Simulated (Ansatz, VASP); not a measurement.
One calculation of ZnS, two programs

File INCAR:

```
SYSTEM = ZnS
ALGO = Normal ; EDIFF = 1E-6
ENCUT = 500 ; GGA_COMPAT = .False.
ISIF = 2 ; ISMEAR = 0
LASPH = .True. ; LCHARG = .False.
LREAL = .False. ; LWAVE = .False.
NBANDS = 16 ; NELM = 120
PREC = Accurate ; SIGMA = 0.01
```

The input KPOINTS:

```
k-points
0
Gamma
  6 6 6
  0 0 0
```

POSCAR

```
ZnS
1.0
    0.0000000000      2.5892832908      2.5892832908
    2.5892832908      0.0000000000      2.5892832908
    2.5892832908      2.5892832908      0.0000000000
Zn S
1 1
Direct
    0.2500000000      0.2500000000      0.2500000000
    0.0000000000      0.0000000000      0.0000000000
```

Input for Ansatz:

```yaml
crystal:
  lattice:
    - [0.0, 2.5892832907567285, 2.5892832907567285]
    - [2.5892832907567285, 0.0, 2.5892832907567285]
    - [2.5892832907567285, 2.5892832907567285, 0.0]
  atoms:
    - { symbol: Zn, position: [0.25, 0.25, 0.25] }
    - { symbol: S, position: [0.0, 0.0, 0.0] }
accuracy: medium
basis:
  ecutwfc: 630.0
  xc_grid: 2
kpoints:
  mp_grid:
    grid: [6, 6, 6]
hamiltonian:
  xc: lda
  pseudopotentials:
    kind: paw
scf:
  occupations:
    method: fixed
output:
  stress: true
```

Alike in both runs: task single point; functional LDA; k mesh 6 × 6 × 6; no spin polarisation.

```csv
,VASP,Ansatz
version,VASP 6.6.1,Ansatz 0.2.0
potentials or method,"VASP PAW LDA potentials, release 64 (Zn, S), cutoff 500 eV","plane waves, PAW"
occupations,"gaussian, width 0.01 eV",fixed
valence electrons in the cell,18,18
```

VASP gave:

* pressure (GPa): 7.1

**Question.** What did Ansatz give for the same quantities?

**Answer.** Pressure (GPa): 6.8.

LDA's correlation is that of Perdew and Zunger in VASP and of Perdew and Wang (1992) in Ansatz.
